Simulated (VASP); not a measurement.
Set up this calculation in VASP 6.6.1, as the native input.

```yaml
Task: single point
Functional: PBE
Potentials_or_basis: VASP PAW PBE potentials, release 64 (Be, W_sv, N_h)
Cutoff: 1330 eV
k_mesh: 3 × 3 × 3
Occupations: gaussian, width 0.15 eV
Spin: no spin polarisation
Dipole_correction: no
Further_INCAR_settings: ALGO = Normal; EDIFF = 1e-06; NBANDS = 26
```

The structure of Be2WN3 lies in POSCAR:

```
Be2WN3
1.0
    3.5708526711      0.0000000000      0.0000000000
    0.0000000000      3.5708526711      0.0000000000
    0.0000000000      0.0000000000      5.6434813564
Be W N
2 1 3
Direct
    0.5000000000      0.5000000000      0.4752141549
    0.0000000000      0.0000000000      0.2530351146
    0.0000000000      0.0000000000      0.6696146201
    0.5000000000      0.0000000000      0.4762548191
    0.0000000000      0.5000000000      0.4762548191
    0.0000000000      0.0000000000     -0.0184521776
```

The cell was generated, and may not be a known phase.

One way to write it, as run:

INCAR

```
ALGO = Normal
EDIFF = 1E-6
ENCUT = 1330
GGA = PE
GGA_COMPAT = False
ISIF = 2
ISMEAR = 0
LASPH = True
LCHARG = True
LELF = True
LREAL = False
LVHAR = True
LWAVE = False
NBANDS = 26
NELM = 120
PREC = Accurate
SIGMA = 0.15
```

KPOINTS

```
k-points
0
Gamma
  3 3 3
```

Potentials or basis: VASP PAW PBE potentials, release 64 (Be, W_sv, N_h).

Command:

```sh
$ cat potpaw_PBE.64/Be/POTCAR potpaw_PBE.64/W_sv/POTCAR potpaw_PBE.64/N_h/POTCAR > POTCAR
$ mpirun -np 1 vasp_std > vasp.out
```

Results of the run:

The pressure is 0.8 GPa. The largest force is 0.261 eV/Å. The band gap on the k mesh is zero (an odd number of electrons rules out a gap without spin polarisation).

Caveat: the k points lie up to 0.59 Å⁻¹ apart, too coarse for converged energies and pressures of a metal; spin-orbit coupling is left out, which moves the levels of the heavy elements; an odd number of electrons without spin polarisation forces a metal; a magnetic or distorted state may lie lower.

Run time: 38 s on 1 thread of Intel(R) Xeon(R) Platinum 8375C CPU @ 2.90GHz (Ice Lake), with other jobs on the host, peak memory 0.37 GiB.
